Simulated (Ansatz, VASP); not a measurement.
Two plane-wave programs on Mo

```
Mo
1.0
     2.69767    0.00000    0.00000
    -0.89922    2.54339    0.00000
     0.00000    0.00000   16.40528
Mo
3
Cartesian
  0.0000 0.0000 6.0000
  0.8992 1.2717 8.2026
  0.0000 0.0000 10.4053
```

Alike in both runs: task single point; functional LDA; k mesh 16 × 16 × 1; occupations methfessel-paxton of order 1, width 0.1 eV; no spin polarisation.

|  | VASP | Ansatz |
| --- | --- | --- |
| version | VASP 6.6.1 | Ansatz 0.2.0 |
| potentials or method | VASP PAW LDA potentials, release 64 (Mo_sv) | scalar-relativistic, plane waves, PAW |
| plane-wave cutoff (eV) | 520 | 420 |
| valence electrons in the cell | 42 | 42 |

Ansatz gave:

| Quantity | Value |
| --- | --- |
| gap on the k mesh at the Fermi level (eV) | none |
| rms of the force components (eV/Å) | 0.337 |

Task: Which values does VASP return?

Result: gap on the k mesh at the Fermi level (eV): none; rms of the force components (eV/Å): 0.312.

LDA's correlation is that of Perdew and Zunger in VASP and of Perdew and Wang (1992) in Ansatz. Atom by atom the forces differ by 0.024 eV/Å (rms over components). A gap of «none» marks a metal or a gap that the smearing closes. Ansatz's warnings: xc potential rough in thin density.
